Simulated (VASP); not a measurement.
# Cs (I4/mmm) in VASP: single point with PBE

Aim: the single point of Cs with PBE.

Program: VASP 6.6.1. These are calculated values, not measurements. Logs are shortened: lines on timing, memory, paths and dates and some standing lists are left out, and cuts for length are marked.

## Step 1: The cell of the first run

The structure is tetragonal, space group I4/mmm (No. 139). Conventional cell: a = 5.500 Å, b = 5.500 Å, c = 8.194 Å, α = 90.00°, β = 90.00°, γ = 90.00°.

## Step 2: Single point, PBE

File INCAR:

```
SYSTEM = Cs
PREC = Accurate ; ENCUT = 520
EDIFF = 1E-6 ; ISMEAR = 0
SIGMA = 0.1 ; LREAL = Auto
LASPH = .TRUE. ; NELM = 100
ALGO = Normal ; ISIF = 2
LWAVE = .FALSE. ; LCHARG = .TRUE.
GGA = PE ; LELF = .TRUE.
LVHAR = .TRUE. ; NBANDS = 86
ISYM = 0
```

File KPOINTS:

```
Automatic mesh
0
Gamma
  2 2 2
  0.5 0.5 0.5
```

File POSCAR:

```
Cs
1.0
   11.0003018400      0.0000000000      8.1944779600
    0.0000000000    -11.0003018400     -8.1944779600
    0.0000000000     11.0003018400     -8.1944779600
Cs
16
Direct
    0.0000000000      0.7500000000      0.2500000000
    0.2500000000      0.7500000000      0.0000000000
    0.0000000000      0.5000000000      0.5000000000
    0.2500000000      0.5000000000      0.2500000000
    0.5000000000      0.7500000000      0.7500000000
    0.5000000000      0.5000000000      0.0000000000
    0.7500000000      0.7500000000      0.5000000000
    0.0000000000      0.2500000000      0.7500000000
    0.0000000000      0.0000000000      0.0000000000
    0.2500000000      0.2500000000      0.5000000000
    0.5000000000      0.2500000000      0.2500000000
    0.7500000000      0.5000000000      0.7500000000
    0.7500000000      0.2500000000      0.0000000000
    0.2500000000      0.0000000000      0.7500000000
    0.5000000000      0.0000000000      0.5000000000
    0.7500000000      0.0000000000      0.2500000000
```

Potentials or basis: VASP PAW PBE potentials, release 64 (Cs_sv).

On the command line:

```sh
> cat potpaw_PBE.64/Cs_sv/POTCAR > POTCAR
> mpirun -np 1 vasp_std > vasp.out
```

OUTCAR:

```text
SYSTEM = Cs
   PREC = Accurate
   ENCUT = 520
   EDIFF = 1E-6
   ISMEAR = 0
   LREAL = Auto
   LASPH = .TRUE.
   NELM = 100
   ISIF = 2
   GGA = PE
   ISYM = 0

 ion  position               nearest neighbor table
   1  0.000  0.750  0.250-
   2  0.250  0.750  0.000-
   3  0.000  0.500  0.500-
   4  0.250  0.500  0.250-
   5  0.500  0.750  0.750-
   6  0.500  0.500  0.000-
[... 8 lines left out ...]
  15  0.500  0.000  0.500-
  16  0.750  0.000  0.250-

IMPORTANT INFORMATION: All symmetrisations will be switched off!
NOSYMM: (Re-)initialisation of all symmetry stuff for point group C_1.

----------------------------------------------------------------------------------------

                                     Primitive cell

  volume of cell :    1983.1725

  direct lattice vectors                    reciprocal lattice vectors
    11.000301840  0.000000000  8.194477960     0.090906596  0.000000000  0.000000000
     0.000000000-11.000301840 -8.194477960     0.045453298 -0.045453298 -0.061016700
     0.000000000 11.000301840 -8.194477960     0.045453298  0.045453298 -0.061016700

  length of vectors
    13.717000751 13.717000751 13.717000751     0.090906596  0.088628676  0.088628676

  position of ions in fractional coordinates (direct lattice)
     0.000000000  0.750000000  0.250000000
     0.250000000  0.750000000  0.000000000
     0.000000000  0.500000000  0.500000000
     0.250000000  0.500000000  0.250000000
     0.500000000  0.750000000  0.750000000
     0.500000000  0.500000000  0.000000000
[... 8 lines left out ...]
     0.500000000  0.000000000  0.500000000
     0.750000000  0.000000000  0.250000000

  ion indices of the primitive-cell ions
   primitive index   ion index
                 1           1
                 2           2
                 3           3
                 4           4
                 5           5
                 6           6
[... 8 lines left out ...]
                15          15
                16          16

----------------------------------------------------------------------------------------

 KPOINTS: Automatic mesh

Automatic generation of k-mesh.
 Grid dimensions read from file:
 generate k-points for:    2    2    2

[... 41 lines left out ...]
   NELM   =    100;   NELMIN=  2; NELMDL= -5     # of ELM steps
   EDIFF  = 0.1E-05   stopping-criterion for ELM
   LREAL  =      T    real-space projection
   EDIFFG = 0.1E-04   stopping-criterion for IOM
   NSW    =      0    number of steps for IOM
   IBRION =     -1    ionic relax: 0-MD 1-quasi-New 2-CG
   NFREE  =      0    steps in history (QN), initial steepest desc. (CG)
   ISIF   =      2    stress and relaxation
   ISYM   =      0    0-nonsym 1-usesym 2-fastsym
   POTIM  = 0.5000    time-step for ionic-motion
   TEBEG  =    0.0;   TEEND  =   0.0 temperature during run
   PSTRESS=    0.0 pullay stress
   NELECT =     144.0000    total number of electrons
   NUPDOWN=      -1.0000    fix difference up-down
   EMIN   =  10.00;   EMAX   =-10.00  energy-range for DOS
   EFERMI =   0.00;   METHOD = LEGACY
   ISMEAR =     0;   SIGMA  =   0.10  broadening in eV -4-tet -1-fermi 0-gaus
   EFERMI_NEDOS =   21; number of points for ismear=-14 and -15
   IALGO  =     38    algorithm
   IMIX   =      4    mixing-type and parameters
     AMIX     =   0.40;   BMIX     =  1.00
     AMIX_MAG =   1.60;   BMIX_MAG =  1.00
  volume/ion in A,a.u.               =     123.95       836.44
  Fermi-wavevector in a.u.,A,eV,Ry     =   0.682981  1.290648  6.346621  0.466463
  Thomas-Fermi vector in A             =   1.762213
   LORBIT       =      0    0 simple, 1 ext, 2 COOP (PROOUT), +10 PAW based schemes
   GGA     = PE    functional components
   LHFCALC =     F    Hartree Fock is set to
   AEXX    =    0.0000 exact exchange contribution
   IVDW    =     0    specifies the selected vdW correction
   LEPSILON=     F    determine dielectric tensor
   LRPA    =     F    only Hartree local field effects (RPA)
 non-spin polarized calculation
 Gauss-broadening in eV      SIGMA  =   0.10
  energy-cutoff  :      520.00
  volume of cell :     1983.17
 maximum number of plane-waves:     53417
 NGX is ok and might be reduce to   108
   NGX = 51   NGY = 51   NGZ = 51

 number of electron     144.0000003 magnetization

 Free energy of the ion-electron system (eV)
  ---------------------------------------------------
  ext. energy  EPLUGINS =         0.00000000
  ---------------------------------------------------
  free energy    TOTEN  =       -13.55045466 eV

  energy without entropy =      -13.43681271  energy(sigma->0) =      -13.49363368

 E-fermi :   0.2491     XC(G=0):  -5.2190

 val. band max:        0.2137434225   @ k =  -0.2500  -0.2500   0.2500
 cond. band min:       0.4022152878   @ k =   0.2500   0.2500   0.2500
 fundamental gap:      0.1884718652
 Fermi energy:         0.2490932357

 k-point     1 :       0.2500    0.2500    0.2500
  band No.  band energies     occupation
      1     -23.6159      2.00000
      2     -23.6159      2.00000
      3     -23.6159      2.00000
      4     -23.6159      2.00000
      5     -23.6135      2.00000
      6     -23.6135      2.00000
[... 337 lines left out ...]
     83       1.2183      0.00000
     84       1.2183      0.00000
 [bands above 84 left out]

------------------------ aborting loop because EDIFF is reached ----------------------------------------

  FORCE on cell =-STRESS in cart. coord.  units (eV):
  Direction    XX          YY          ZZ          XY          YZ          ZX
  --------------------------------------------------------------------------------------
  -------------------------------------------------------------------------------------
  Total       -1.3400197     -1.3399946     -1.9785197     -0.0000045     -0.0000061      0.0000101
  in kB       -1.0825832     -1.0825629     -1.5984184     -0.0000036     -0.0000049      0.0000082
  external PRESSURE =      -1.2545215 kB  Pullay stress =       0.0000000 kB

 VOLUME and BASIS-vectors are now :
 -----------------------------------------------------------------------------
  energy-cutoff  :      520.00
  volume of cell :     1983.17
      direct lattice vectors                 reciprocal lattice vectors
    11.000301840  0.000000000  8.194477960     0.090906596  0.000000000  0.000000000
     0.000000000-11.000301840 -8.194477960     0.045453298 -0.045453298 -0.061016700
     0.000000000 11.000301840 -8.194477960     0.045453298  0.045453298 -0.061016700

 POSITION                                       TOTAL-FORCE (eV/Angst)
 -----------------------------------------------------------------------------------
      0.00000     -5.50015     -8.19448         0.000000     -0.000001      0.000004
      2.75008     -8.25023     -4.09724        -0.000002     -0.000002     -0.000006
      0.00000      0.00000     -8.19448         0.000001     -0.000004     -0.000006
      2.75008     -2.75008     -4.09724        -0.000002     -0.000008     -0.000004
      5.50015      0.00000     -8.19448         0.000003      0.000004      0.000005
      5.50015     -5.50015      0.00000         0.000003      0.000002     -0.000000
[... 8 lines left out ...]
      5.50015      5.50015      0.00000        -0.000005      0.000001      0.000002
      8.25023      2.75008      4.09724         0.000009      0.000002      0.000001
 -----------------------------------------------------------------------------------
    total drift:                               -0.000006      0.000000     -0.000001

  FREE ENERGIE OF THE ION-ELECTRON SYSTEM (eV)
  ---------------------------------------------------
  free  energy   TOTEN  =       -13.5504546600 eV

  energy  without entropy=      -13.4368127091  energy(sigma->0) =      -13.49363368
```

OSZICAR:

```text
N       E                     dE             d eps       ncg     rms          rms(c)
DAV:   1     0.124629032713E+04    0.12463E+04   -0.46863E+04   720   0.121E+03
DAV:   2     0.201122583495E+03   -0.10452E+04   -0.10306E+04  1008   0.214E+02
DAV:   3    -0.720043859687E+01   -0.20832E+03   -0.20718E+03   824   0.929E+01
DAV:   4    -0.134394002756E+02   -0.62390E+01   -0.62177E+01   792   0.207E+01
DAV:   5    -0.135217077649E+02   -0.82307E-01   -0.82219E-01   802   0.218E+00    0.484E-01
DAV:   6    -0.135332769702E+02   -0.11569E-01   -0.30857E-02   800   0.431E-01    0.333E-01
DAV:   7    -0.135479216172E+02   -0.14645E-01   -0.36917E-02   752   0.446E-01    0.138E-01
DAV:   8    -0.135504019049E+02   -0.24803E-02   -0.31704E-03   784   0.136E-01    0.388E-02
DAV:   9    -0.135504545332E+02   -0.52628E-04   -0.25231E-04   808   0.368E-02    0.116E-02
DAV:  10    -0.135504551895E+02   -0.65633E-06   -0.18119E-05   712   0.801E-03    0.332E-03
DAV:  11    -0.135504527341E+02    0.24554E-05   -0.25244E-06   560   0.317E-03    0.143E-03
DAV:  12    -0.135504540890E+02   -0.13549E-05   -0.33931E-07   432   0.125E-03    0.489E-04
DAV:  13    -0.135504546600E+02   -0.57106E-06   -0.38236E-08   416   0.417E-04
   1 F= -.13550455E+02 E0= -.13493634E+02  d E =-.113642E+00
```

stdout:

```text
POSCAR found type information on POSCAR Cs
 POSCAR found :  1 types and      16 ions
 scaLAPACK will be used
 LDA part: xc-table for (Slater+PW92), standard interpolation
 POSCAR, INCAR and KPOINTS ok, starting setup
 FFT: planning ... GRIDC
 FFT: planning ... GRID_SOFT
 FFT: planning ... GRID
 WAVECAR not read
 entering main loop
```

It took 23 min on 1 thread of Intel Xeon Platinum 8488C (Sapphire Rapids), shared host; peak memory 1.9 GiB.

What came out:

```
Free energy            : -13.5505 eV
Pressure               : -0.1 GPa
Band gap on the k mesh : zero (band 72 reaches 0.40 eV, above the bottom of band 73 at 0.15 eV)
```

Levels at points of the mesh, in eV from the Fermi level:
```tsv
k point	band 72	band 73	band 74	band 75	band 76	band 77
(0.25, 0.25, 0.25)	0.15	0.25	0.25	0.25	0.25	0.25
```

Caveat: spin-orbit coupling is left out, which moves the levels of the heavy elements.
